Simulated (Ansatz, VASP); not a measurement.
Two plane-wave programs on Zn

The input INCAR:

```
SYSTEM = Zn
  PREC = Accurate
  ENCUT = 520
  EDIFF = 1E-6
  ISMEAR = -1
  SIGMA = 0.1
  LREAL = .False.
  LASPH = .True.
  NELM = 80
  ALGO = Normal
  ISIF = 2
  LWAVE = .False.
  LCHARG = .True.
  LELF = .True.
  LVHAR = .True.
  NBANDS = 12
```

Contents of KPOINTS:

```
Automatic mesh
0
Gamma
  16 16 16
  0 0 0
```

POSCAR

```
Zn
1.0
    0.0000000000      1.9419349195      1.9419349195
    1.9419349195      0.0000000000      1.9419349195
    1.9419349195      1.9419349195      0.0000000000
Zn
1
Direct
    0.0000000000      0.0000000000      0.0000000000
```

Input for Ansatz:

```yaml
crystal:
  lattice:
    - [0.0, 1.9419349195, 1.9419349195]
    - [1.9419349195, 0.0, 1.9419349195]
    - [1.9419349195, 1.9419349195, 0.0]
  atoms:
    - { symbol: Zn, position: [0.0, 0.0, 0.0] }
hamiltonian:
  xc: lda
  pseudopotentials:
    kind: paw
    azcp:
      Zn: "pseudopotentials/Zn.paw.azcp"
basis:
  ecutwfc: 420
  fft_grid_basis: typed
kpoints:
  mp_grid: { grid: [16, 16, 16], shift: [0, 0, 0] }
magnetization:
  spin_polarized: false
scf:
  occupations: { method: fermi_dirac, width: 0.1 }
  lower_state_search: "off"
output:
  stress: true
```

Alike in both runs: task single point; functional LDA; k mesh 16 × 16 × 16; occupations fermi-dirac, width 0.1 eV; no spin polarisation.

|  | VASP | Ansatz |
| --- | --- | --- |
| version | VASP 6.6.1 | Ansatz 0.2.0 |
| potentials or method | VASP PAW LDA potentials, release 64 (Zn), cutoff 520 eV | plane waves (420 eV) with PAW, scalar-relativistic |
| valence electrons in the cell | 12 | 12 |

```tsv
	VASP	Ansatz	Ansatz less VASP
pressure (GPa)	-5.9	-6.5	-0.56
```

Ansatz warns that its potentials were made for another functional, while VASP's fit it. LDA's correlation is that of Perdew and Zunger in VASP and of Perdew and Wang (1992) in Ansatz.
